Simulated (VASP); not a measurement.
# YbN (zincblende type) (F-43m) in VASP: a series of runs, part 3 of 3

VASP 6.6.1.

## 4. Single point, PBE

This run uses another cell than the first one, of 17.37 Å³/atom.

Contents of INCAR:

```
PREC     = Accurate       # precision mode
ENCUT    = 520            # plane-wave cutoff, eV
EDIFF    = 1E-7           # SCF threshold, eV
ISMEAR   = -1             # smearing method
SIGMA    = 0.08           # smearing width, eV
LREAL    = F              # projectors in reciprocal space
LASPH    = T              # aspherical terms in the spheres
NELM     = 100            # most SCF steps
ALGO     = Normal         # electronic algorithm
ISIF     = 2              # what is computed and relaxed
LWAVE    = F              # write WAVECAR
LCHARG   = F              # write CHGCAR
GGA      = PE             # functional
NBANDS   = 22             # bands
```

Contents of KPOINTS:

```
regular mesh
0
Gamma
  11 11 11
```

Contents of POSCAR:

```
YbN
1.0
    0.0000000000      2.5898587453      2.5898587453
    2.5898587453      0.0000000000      2.5898587453
    2.5898587453      2.5898587453      0.0000000000
Yb N
1 1
Direct
    0.0000000000      0.0000000000      0.0000000000
    0.2500000000      0.2500000000      0.2500000000
```

Potentials or basis: VASP PAW PBE potentials, release 64 (Yb, N).

Command:

```sh
> cat potpaw_PBE.64/Yb/POTCAR potpaw_PBE.64/N/POTCAR > POTCAR
> mpirun -np 1 vasp_std > vasp.out
```

OUTCAR:

```text
PREC = Accurate
   ENCUT = 520
   EDIFF = 1E-7
   ISMEAR = -1
   LREAL = F
   LASPH = T
   NELM = 100
   ISIF = 2
   GGA = PE

 ion  position               nearest neighbor table
   1  0.000  0.000  0.000-   2 2.24   2 2.24   2 2.24   2 2.24
   2  0.250  0.250  0.250-   1 2.24   1 2.24   1 2.24   1 2.24

  LATTYP: Found a face centered cubic cell.
 ALAT       =     5.1797174906

  Lattice vectors:

 A1 = (   0.0000000000,   2.5898587453,   2.5898587453)
 A2 = (   2.5898587453,   0.0000000000,   2.5898587453)
 A3 = (   2.5898587453,   2.5898587453,   0.0000000000)

Analysis of symmetry for initial positions (statically):
=====================================================================
 Subroutine PRICEL returns:
 Original cell was already a primitive cell.

 Routine SETGRP: Setting up the symmetry group for a
 face centered cubic supercell.

 Subroutine GETGRP returns: Found 24 space group operations
 (whereof 24 operations were pure point group operations)
 out of a pool of 48 trial point group operations.

The static configuration has the point symmetry T_d .

Analysis of symmetry for dynamics (positions and initial velocities):
=====================================================================
 Subroutine PRICEL returns:
 Original cell was already a primitive cell.

 Routine SETGRP: Setting up the symmetry group for a
 face centered cubic supercell.

 Subroutine GETGRP returns: Found 24 space group operations
 (whereof 24 operations were pure point group operations)
 out of a pool of 48 trial point group operations.

The dynamic configuration has the point symmetry T_d .

 Subroutine INISYM returns: Found 24 space group operations
 (whereof 24 operations are pure point group operations),
 and found     1 'primitive' translations

----------------------------------------------------------------------------------------

                                     Primitive cell

  volume of cell :      34.7423

  direct lattice vectors                    reciprocal lattice vectors
     0.000000000  2.589858745  2.589858745    -0.193060722  0.193060722  0.193060722
     2.589858745  0.000000000  2.589858745     0.193060722 -0.193060722  0.193060722
     2.589858745  2.589858745  0.000000000     0.193060722  0.193060722 -0.193060722

  length of vectors
     3.662613362  3.662613362  3.662613362     0.334390980  0.334390980  0.334390980

  position of ions in fractional coordinates (direct lattice)
     0.000000000  0.000000000  0.000000000
     0.250000000  0.250000000  0.250000000

  ion indices of the primitive-cell ions
   primitive index   ion index
                 1           1
                 2           2

----------------------------------------------------------------------------------------

 KPOINTS: regular mesh

Automatic generation of k-mesh.
 Grid dimensions read from file:
 generate k-points for:   11   11   11

 Generating k-lattice:

  Cartesian coordinates                     Fractional coordinates (reciprocal lattice)
    -0.017550975  0.017550975  0.017550975     0.090909091  0.000000000  0.000000000
     0.017550975 -0.017550975  0.017550975     0.000000000  0.090909091  0.000000000
     0.017550975  0.017550975 -0.017550975     0.000000000  0.000000000  0.090909091

  Length of vectors
     0.030399180  0.030399180  0.030399180

  Shift w.r.t. Gamma in fractional coordinates (k-lattice)
     0.000000000  0.000000000  0.000000000

 Subroutine IBZKPT returns following result:
 ===========================================

 Found     56 irreducible k-points:

 Following reciprocal coordinates:
            Coordinates               Weight
  0.000000  0.000000  0.000000      1.000000
  0.090909  0.000000  0.000000      8.000000
  0.181818  0.000000  0.000000      8.000000
  0.272727  0.000000  0.000000      8.000000
  0.363636  0.000000  0.000000      8.000000
  0.454545  0.000000  0.000000      8.000000
[... 16 lines left out ...]
 -0.272727  0.181818  0.000000     24.000000
 -0.181818  0.181818  0.000000     12.000000
 [... further k-points ...]
   k-points           NKPTS =     56   k-points in BZ     NKDIM =     56   number of bands    NBANDS=     22
   number of dos      NEDOS =    301   number of ions     NIONS =      2
   total plane-waves  NPLWV =  21952
   dimension x,y,z NGX =    28 NGY =   28 NGZ =   28
   dimension x,y,z NGXF=    56 NGYF=   56 NGZF=   56
   ions per type =               1   1
   NGX,Y,Z   is equivalent  to a cutoff of  12.71, 12.71, 12.71 a.u.
   NGXF,Y,Z  is equivalent  to a cutoff of  25.42, 25.42, 25.42 a.u.
 SYSTEM =  unknown system
   PREC   = accura    normal or accurate (medium, high low for compatibility)
   ISTART =      0    job   : 0-new  1-cont  2-samecut
   ICHARG =      2    charge: 1-file 2-atom 10-const
   ISPIN  =      1    spin polarized calculation?
   LNONCOLLINEAR =      F non collinear calculations
   LSORBIT =      F    spin-orbit coupling
   LASPH  =      T    aspherical Exc in radial PAW
   ENCUT  =  520.0 eV  38.22 Ry    6.18 a.u.   6.81  6.81  6.81*2*pi/ulx,y,z
   NELM   =    100;   NELMIN=  2; NELMDL= -5     # of ELM steps
   EDIFF  = 0.1E-06   stopping-criterion for ELM
   LREAL  =      F    real-space projection
   EDIFFG = 0.1E-05   stopping-criterion for IOM
   NSW    =      0    number of steps for IOM
   IBRION =     -1    ionic relax: 0-MD 1-quasi-New 2-CG
   NFREE  =      0    steps in history (QN), initial steepest desc. (CG)
   ISIF   =      2    stress and relaxation
   ISYM   =      2    0-nonsym 1-usesym 2-fastsym
   POTIM  = 0.5000    time-step for ionic-motion
   TEBEG  =    0.0;   TEEND  =   0.0 temperature during run
   PSTRESS=    0.0 pullay stress
   NELECT =      29.0000    total number of electrons
   NUPDOWN=      -1.0000    fix difference up-down
   EMIN   =  10.00;   EMAX   =-10.00  energy-range for DOS
   EFERMI =   0.00;   METHOD = LEGACY
   ISMEAR =    -1;   SIGMA  =   0.08  broadening in eV -4-tet -1-fermi 0-gaus
   EFERMI_NEDOS =   21; number of points for ismear=-14 and -15
   IALGO  =     38    algorithm
   IMIX   =      4    mixing-type and parameters
     AMIX     =   0.40;   BMIX     =  1.00
     AMIX_MAG =   1.60;   BMIX_MAG =  1.00
  volume/ion in A,a.u.               =      17.37       117.23
  Fermi-wavevector in a.u.,A,eV,Ry     =   1.541422  2.912864 32.327175  2.375980
  Thomas-Fermi vector in A             =   2.647370
   LORBIT       =      0    0 simple, 1 ext, 2 COOP (PROOUT), +10 PAW based schemes
   GGA     = PE    functional components
   LHFCALC =     F    Hartree Fock is set to
   AEXX    =    0.0000 exact exchange contribution
   IVDW    =     0    specifies the selected vdW correction
   LEPSILON=     F    determine dielectric tensor
   LRPA    =     F    only Hartree local field effects (RPA)
 non-spin polarized calculation
  energy-cutoff  :      520.00
  volume of cell :       34.74
 maximum number of plane-waves:       950
   NGX = 13   NGY = 13   NGZ = 13

 number of electron      29.0000012 magnetization

 Free energy of the ion-electron system (eV)
  ---------------------------------------------------
  ext. energy  EPLUGINS =         0.00000000
  ---------------------------------------------------
  free energy    TOTEN  =       -13.65261155 eV

  energy without entropy =      -13.51738212  energy(sigma->0) =      -13.58499684

 E-fermi :   1.3600     XC(G=0): -10.6808

 val. band max:        1.3327709739   @ k =  -0.4545   0.2727   0.0000
 cond. band min:       1.3723071583   @ k =  -0.2727   0.3636   0.0909
 fundamental gap:      0.0395361844
 Fermi energy:         1.3600070932

 k-point     1 :       0.0000    0.0000    0.0000
  band No.  band energies     occupation
      1     -49.3115      2.00000
      2     -21.2670      2.00000
      3     -21.2670      2.00000
      4     -21.2670      2.00000
      5     -11.3138      2.00000
      6      -0.5943      2.00000
[... 14 lines left out ...]
     21      10.9583      0.00000
     22      16.7327      0.00000

 k-point     2 :       0.0909    0.0000    0.0000
  band No.  band energies     occupation
      1     -49.3097      2.00000
      2     -21.3149      2.00000
      3     -21.2725      2.00000
      4     -21.2725      2.00000
      5     -11.2293      2.00000
      6      -0.7495      2.00000
[... 14 lines left out ...]
     21      11.2027      0.00000
     22      15.4556      0.00000
[... 523 lines left out ...]
     21      11.7942      0.00000
     22      12.9600      0.00000

 k-point    24 :      -0.1818    0.1818    0.0000
  band No.  band energies     occupation
      1     -49.2969      2.00000
      2     -21.5906      2.00000
      3     -21.3829      2.00000
      4     -21.3025      2.00000
      5     -10.6503      2.00000
      6      -1.1537      2.00000
[... 14 lines left out ...]
     21      12.0067      0.00000
     22      13.0638      0.00000

 [... further k-points ...]
[... 5 lines left out ...]
  --------------------------------------------------------------------------------------
  -------------------------------------------------------------------------------------
  Total        0.0933859      0.0933859      0.0933859      0.0000000      0.0000000      0.0000000
  in kB        4.3065912      4.3065912      4.3065912      0.0000000      0.0000000      0.0000000
  external PRESSURE =       4.3065912 kB  Pullay stress =       0.0000000 kB

 VOLUME and BASIS-vectors are now :
 -----------------------------------------------------------------------------
  energy-cutoff  :      520.00
  volume of cell :       34.74
      direct lattice vectors                 reciprocal lattice vectors
     0.000000000  2.589858745  2.589858745    -0.193060722  0.193060722  0.193060722
     2.589858745  0.000000000  2.589858745     0.193060722 -0.193060722  0.193060722
     2.589858745  2.589858745  0.000000000     0.193060722  0.193060722 -0.193060722

 POSITION                                       TOTAL-FORCE (eV/Angst)
 -----------------------------------------------------------------------------------
      0.00000      0.00000      0.00000        -0.000000     -0.000000     -0.000000
      1.29493      1.29493      1.29493         0.000000      0.000000      0.000000
 -----------------------------------------------------------------------------------
    total drift:                               -0.000000     -0.000000     -0.000000

  FREE ENERGIE OF THE ION-ELECTRON SYSTEM (eV)
  ---------------------------------------------------
  free  energy   TOTEN  =       -13.6526115504 eV

  energy  without entropy=      -13.5173821233  energy(sigma->0) =      -13.58499684
```

Run time: 62 s. Hardware: 1 thread of Intel Xeon Platinum 8488C (Sapphire Rapids), shared host; peak memory 0.2 GiB.

What came out:

```yaml
Free_energy: -13.6526 eV
Pressure: 0.4 GPa
Band_gap_on_the_k_mesh: zero (an odd number of electrons rules out a gap without spin polarisation)
```

Caveat: spin-orbit coupling is left out, which moves the levels of the heavy elements; an odd number of electrons without spin polarisation forces a metal; a magnetic or distorted state may lie lower.

## 5. Single point, PBE (17.72 Å³/atom)

This run uses another cell than the first one, of 17.72 Å³/atom.

Contents of INCAR:

```
  PREC = Accurate
  ENCUT = 520
  EDIFF = 1E-6
  ISMEAR = -1
  SIGMA = 0.08
  LREAL = F
  LASPH = T
  NELM = 80
  ALGO = Normal
  ISIF = 2
  LWAVE = F
  LCHARG = F
  GGA = PE
  NBANDS = 22
```

KPOINTS is that of step 4.

Contents of POSCAR:

```
YbN
1.0
    0.0000000000      2.6070106275      2.6070106275
    2.6070106275      0.0000000000      2.6070106275
    2.6070106275      2.6070106275      0.0000000000
Yb N
1 1
Direct
    0.0000000000      0.0000000000      0.0000000000
    0.2500000000      0.2500000000      0.2500000000
```

Potentials or basis: VASP PAW PBE potentials, release 64 (Yb, N).

Command:

```sh
> cat potpaw_PBE.64/Yb/POTCAR potpaw_PBE.64/N/POTCAR > POTCAR
> mpirun -np 1 vasp_std > vasp.out
```

OUTCAR:

```text
PREC = Accurate
   ENCUT = 520
   EDIFF = 1E-6
   ISMEAR = -1
   LREAL = F
   LASPH = T
   NELM = 80
   ISIF = 2
   GGA = PE

 ion  position               nearest neighbor table
   1  0.000  0.000  0.000-   2 2.26   2 2.26   2 2.26   2 2.26
   2  0.250  0.250  0.250-   1 2.26   1 2.26   1 2.26   1 2.26

  LATTYP: Found a face centered cubic cell.
 ALAT       =     5.2140212550

  Lattice vectors:

 A1 = (   0.0000000000,   2.6070106275,   2.6070106275)
 A2 = (   2.6070106275,   0.0000000000,   2.6070106275)
 A3 = (   2.6070106275,   2.6070106275,   0.0000000000)

Analysis of symmetry for initial positions (statically):
=====================================================================
 Subroutine PRICEL returns:
 Original cell was already a primitive cell.

 Routine SETGRP: Setting up the symmetry group for a
 face centered cubic supercell.

 Subroutine GETGRP returns: Found 24 space group operations
 (whereof 24 operations were pure point group operations)
 out of a pool of 48 trial point group operations.

The static configuration has the point symmetry T_d .

Analysis of symmetry for dynamics (positions and initial velocities):
=====================================================================
 Subroutine PRICEL returns:
 Original cell was already a primitive cell.

 Routine SETGRP: Setting up the symmetry group for a
 face centered cubic supercell.

 Subroutine GETGRP returns: Found 24 space group operations
 (whereof 24 operations were pure point group operations)
 out of a pool of 48 trial point group operations.

The dynamic configuration has the point symmetry T_d .

 Subroutine INISYM returns: Found 24 space group operations
 (whereof 24 operations are pure point group operations),
 and found     1 'primitive' translations

[... 99 lines left out ...]
   NFREE  =      0    steps in history (QN), initial steepest desc. (CG)
   ISIF   =      2    stress and relaxation
   ISYM   =      2    0-nonsym 1-usesym 2-fastsym
   POTIM  = 0.5000    time-step for ionic-motion
   TEBEG  =    0.0;   TEEND  =   0.0 temperature during run
   PSTRESS=    0.0 pullay stress
   NELECT =      29.0000    total number of electrons
   NUPDOWN=      -1.0000    fix difference up-down
   EMIN   =  10.00;   EMAX   =-10.00  energy-range for DOS
   EFERMI =   0.00;   METHOD = LEGACY
   ISMEAR =    -1;   SIGMA  =   0.08  broadening in eV -4-tet -1-fermi 0-gaus
   EFERMI_NEDOS =   21; number of points for ismear=-14 and -15
   IALGO  =     38    algorithm
   IMIX   =      4    mixing-type and parameters
     AMIX     =   0.40;   BMIX     =  1.00
     AMIX_MAG =   1.60;   BMIX_MAG =  1.00
  volume/ion in A,a.u.               =      17.72       119.57
  Fermi-wavevector in a.u.,A,eV,Ry     =   1.531280  2.893700 31.903204  2.344819
  Thomas-Fermi vector in A             =   2.638647
   LORBIT       =      0    0 simple, 1 ext, 2 COOP (PROOUT), +10 PAW based schemes
   GGA     = PE    functional components
   LHFCALC =     F    Hartree Fock is set to
   AEXX    =    0.0000 exact exchange contribution
   IVDW    =     0    specifies the selected vdW correction
   LEPSILON=     F    determine dielectric tensor
   LRPA    =     F    only Hartree local field effects (RPA)
 non-spin polarized calculation
  energy-cutoff  :      520.00
  volume of cell :       35.44
 maximum number of plane-waves:       969
   NGX = 13   NGY = 13   NGZ = 13

 number of electron      29.0000016 magnetization

 Free energy of the ion-electron system (eV)
  ---------------------------------------------------
  ext. energy  EPLUGINS =         0.00000000
  ---------------------------------------------------
  free energy    TOTEN  =       -13.65136398 eV

  energy without entropy =      -13.51350479  energy(sigma->0) =      -13.58243438

 E-fermi :   1.2517     XC(G=0): -10.5786

 val. band max:        1.2253485054   @ k =  -0.4545   0.2727   0.0000
 cond. band min:       1.2624666048   @ k =  -0.2727   0.3636   0.0909
 fundamental gap:      0.0371180994
 Fermi energy:         1.2516580355

 k-point     1 :       0.0000    0.0000    0.0000
  band No.  band energies     occupation
      1     -49.4365      2.00000
      2     -21.3983      2.00000
      3     -21.3983      2.00000
      4     -21.3983      2.00000
      5     -11.3422      2.00000
      6      -0.6262      2.00000
[... 589 lines left out ...]
     21      11.7449      0.00000
     22      12.8335      0.00000

 [... further k-points ...]
[... 5 lines left out ...]
  --------------------------------------------------------------------------------------
  -------------------------------------------------------------------------------------
  Total       -0.2854119     -0.2854119     -0.2854119      0.0000000     -0.0000000     -0.0000000
  in kB      -12.9039983    -12.9039983    -12.9039983      0.0000000     -0.0000000     -0.0000000
  external PRESSURE =     -12.9039983 kB  Pullay stress =       0.0000000 kB

 VOLUME and BASIS-vectors are now :
 -----------------------------------------------------------------------------
  energy-cutoff  :      520.00
  volume of cell :       35.44
      direct lattice vectors                 reciprocal lattice vectors
     0.000000000  2.607010627  2.607010627    -0.191790549  0.191790549  0.191790549
     2.607010627  0.000000000  2.607010627     0.191790549 -0.191790549  0.191790549
     2.607010627  2.607010627  0.000000000     0.191790549  0.191790549 -0.191790549

 POSITION                                       TOTAL-FORCE (eV/Angst)
 -----------------------------------------------------------------------------------
      0.00000      0.00000      0.00000        -0.000000     -0.000000     -0.000000
      1.30351      1.30351      1.30351         0.000000      0.000000      0.000000
 -----------------------------------------------------------------------------------
    total drift:                               -0.000000     -0.000000     -0.000000

  FREE ENERGIE OF THE ION-ELECTRON SYSTEM (eV)
  ---------------------------------------------------
  free  energy   TOTEN  =       -13.6513639769 eV

  energy  without entropy=      -13.5135047878  energy(sigma->0) =      -13.58243438
```

OSZICAR:

```text
N       E                     dE             d eps       ncg     rms          rms(c)
[... 18 lines left out ...]
DAV:  19    -0.136516432564E+02    0.39135E-03   -0.80155E-04  4712   0.135E+00    0.175E+00
DAV:  20    -0.136515329943E+02    0.11026E-03   -0.32801E-04  4842   0.363E-01    0.135E+00
DAV:  21    -0.136514536733E+02    0.79321E-04   -0.86610E-05  4192   0.430E-01    0.967E-01
DAV:  22    -0.136514247655E+02    0.28908E-04   -0.61968E-05  4220   0.182E-01    0.633E-01
DAV:  23    -0.136513969235E+02    0.27842E-04   -0.40795E-05  4264   0.145E-01    0.382E-01
DAV:  24    -0.136513739194E+02    0.23004E-04   -0.24652E-05  4482   0.225E-01    0.202E-01
DAV:  25    -0.136513638632E+02    0.10056E-04   -0.25010E-05  4320   0.263E-01    0.535E-02
DAV:  26    -0.136513639769E+02   -0.11371E-06   -0.18310E-06  3144   0.377E-02
   1 F= -.13651364E+02 E0= -.13582434E+02  d E =-.137859E+00
```

It took 59 s on 1 thread of Intel Xeon Platinum 8488C (Sapphire Rapids), shared host; peak memory 0.2 GiB.

Results:

```yaml
Free_energy: -13.6514 eV
Pressure: -1.3 GPa
Band_gap_on_the_k_mesh: zero (an odd number of electrons rules out a gap without spin polarisation)
```

Levels at points of the mesh, in eV from the Fermi level:
```tsv
k point	band 12	band 13	band 14	band 15	band 16	band 17	band 18	band 19
(0.00, 0.00, 0.00)	-0.44	-0.33	-0.33	-0.33	2.16	6.42	6.42	9.49
```

Caveat: spin-orbit coupling is left out, which moves the levels of the heavy elements; an odd number of electrons without spin polarisation forces a metal; a magnetic or distorted state may lie lower. With open d or f shells a metallic result of PBE can be an artefact of self-interaction; +U or a hybrid may open a gap.

## 6. Overview

| cell | gap on the mesh (eV) | pressure (GPa) |
| --- | --- | --- |
| a = 3.588 Å, angles 60.0°, 2 atoms | none | 7.7 |
| a = 3.638 Å, angles 60.0°, 2 atoms | none | 2.5 |
| a = 3.663 Å, angles 60.0°, 2 atoms | none | 0.4 |
| a = 3.687 Å, angles 60.0°, 2 atoms | none | -1.3 |

Alike in all rows: task single point; level PBE; potentials or basis VASP PAW PBE potentials, release 64 (Yb, N); no spin polarisation; k mesh 11 × 11 × 11; cutoff (eV) 520; smearing fermi-dirac 0.08 eV.

Caveats: spin-orbit coupling is left out, which moves the levels of the heavy elements; an odd number of electrons without spin polarisation forces a metal; a magnetic or distorted state may lie lower; the cell stands under pressure (at least some runs).

Total energies depend on the potentials used, so only differences within one code and one set of settings carry meaning.

The gap in the log of VASP goes by the Fermi energy; the results here count the filled bands.